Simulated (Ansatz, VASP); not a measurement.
# One calculation of YTl, two programs

Contents of INCAR:

```
ALGO = Normal
EDIFF = 1E-6
ENCUT = 520
ISIF = 2
ISMEAR = -1
LASPH = True
LCHARG = True
LELF = True
LREAL = False
LVHAR = True
LWAVE = False
NBANDS = 19
NELM = 60
PREC = Accurate
SIGMA = 0.08
```

Contents of KPOINTS:

```
k-points
0
Gamma
  11 11 11
```

Contents of POSCAR:

```
YTl
1.0
    3.7634618856      0.0000000000      0.0000000000
    0.0000000000      3.7634618856      0.0000000000
    0.0000000000      0.0000000000      3.7634618856
Y Tl
1 1
Direct
    0.5000000000      0.5000000000      0.5000000000
    0.0000000000      0.0000000000      0.0000000000
```

Input for Ansatz:

```yaml
crystal:
  lattice:
    - [3.7634618856, 0.0, 0.0]
    - [0.0, 3.7634618856, 0.0]
    - [0.0, 0.0, 3.7634618856]
  atoms:
    - { symbol: "Y", position: [0.5, 0.5, 0.5] }
    - { symbol: Tl, position: [0.0, 0.0, 0.0] }
kpoints:
  mp_grid: { grid: [11, 11, 11] }
  band_path:
    path:
      - [0.0, 0.0, 0.0]
      - [0.0, 0.5, 0.0]
      - [0.5, 0.5, 0.0]
      - [0.0, 0.0, 0.0]
      - [0.5, 0.5, 0.5]
      - [0.0, 0.5, 0.0]
      - [0.5, 0.5, 0.5]
      - [0.5, 0.5, 0.0]
    npoints: 5
scf:
  occupations: { method: fermi_dirac, width: 0.08 }
hamiltonian:
  xc: lda
  pseudopotentials: { kind: all_electron, lapw: { basis_error: 0.00025 } }
output:
  forces: true
  stress: true
  eigenvalues: true
```

Change from the starting cell: volume scaled by 1.01.

Alike in both runs: task single point; functional LDA; k mesh 11 × 11 × 11; occupations fermi-dirac, width 0.08 eV; no spin polarisation.

```csv
,VASP,Ansatz
version,VASP 6.6.1,Ansatz 0.2.0
potentials or method,"VASP PAW LDA potentials, release 64 (Y_sv, Tl_d), cutoff 520 eV","all-electron LAPW, scalar-relativistic"
```

```tsv
	VASP	Ansatz	Ansatz less VASP
pressure (GPa)	-3.5	-3.5	-0.05
```

LDA's correlation is that of Perdew and Zunger in VASP and of Perdew and Wang (1992) in Ansatz. Ansatz ran all-electron here, and VASP with PAW potentials.

Spin-orbit coupling is off throughout.
